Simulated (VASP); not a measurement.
Wanted: the native input for a VASP 6.6.1 run.

| Quantity | Value |
| --- | --- |
| Task | single point |
| Functional | PBE |
| Potentials or basis | VASP PAW PBE potentials, release 64 (Mg, Cd, S) |
| Cutoff | 520 eV |
| k mesh | 6 × 6 × 4 |
| Occupations | gaussian, width 0.02 eV |
| Spin | no spin polarisation |
| Dipole correction | no |
| Further INCAR settings | ALGO = Normal; EDIFF = 1e-07; NBANDS = 56 |

The structure of MgCd2S3 lies in POSCAR:

```
MgCd2S3
1.0
    6.0175701069     -3.4745570761      0.0000000000
    6.0175701069      3.4745570761      0.0000000000
    0.0000000000      0.0000000000      6.5263737209
Mg Cd S
2 4 6
Direct
    0.1647801786      0.8352198214      0.5006127208
    0.8352198214      0.1647801786      0.0006127208
    0.5051375083      0.1652596163      0.5009497034
    0.4948624917      0.8347403837      0.0009497034
    0.8347403837      0.4948624917      0.5009497034
    0.1652596163      0.5051375083      0.0009497034
    0.5092674948      0.1679127882      0.1186612162
    0.4907325052      0.8320872118      0.6186612162
    0.1540992123      0.8459007877      0.1351654398
    0.8459007877      0.1540992123      0.6351654398
    0.8320872118      0.4907325052      0.1186612162
    0.1679127882      0.5092674948      0.6186612162
```

These files were run (other wordings do the same):

INCAR

```
SYSTEM = MgCd2S3
PREC     = Accurate       ! precision mode
ENCUT    = 520            ! plane-wave cutoff, eV
EDIFF    = 1E-7           ! SCF threshold, eV
ISMEAR   = 0              ! smearing method
SIGMA    = 0.02           ! smearing width, eV
LREAL    = .False.        ! projectors in reciprocal space
LASPH    = .True.         ! aspherical terms in the spheres
NELM     = 60             ! most SCF steps
ALGO     = Normal         ! electronic algorithm
ISIF     = 2              ! what is computed and relaxed
LWAVE    = .False.        ! write WAVECAR
LCHARG   = .True.         ! write CHGCAR
GGA      = PE             ! functional
LELF     = .True.         ! ELF
LVHAR    = .True.       
NBANDS   = 56             ! bands
```

KPOINTS

```
Automatic mesh
0
Gamma
  6 6 4
  0 0 0
```

Potentials or basis: VASP PAW PBE potentials, release 64 (Mg, Cd, S).

Launch:

```bash
$ cat potpaw_PBE.64/Mg/POTCAR potpaw_PBE.64/Cd/POTCAR potpaw_PBE.64/S/POTCAR > POTCAR
$ mpirun -np 1 vasp_std > vasp.out
```

Results of the run:

The pressure is 6.5 GPa. The largest force is 0.055 eV/Å and the band gap on the k mesh is 2.13 eV.

Caveat: the cell stands under pressure.

Wall time 27 min on 1 thread of Intel Xeon 8259CL (shared host), peak memory 0.7 GiB.
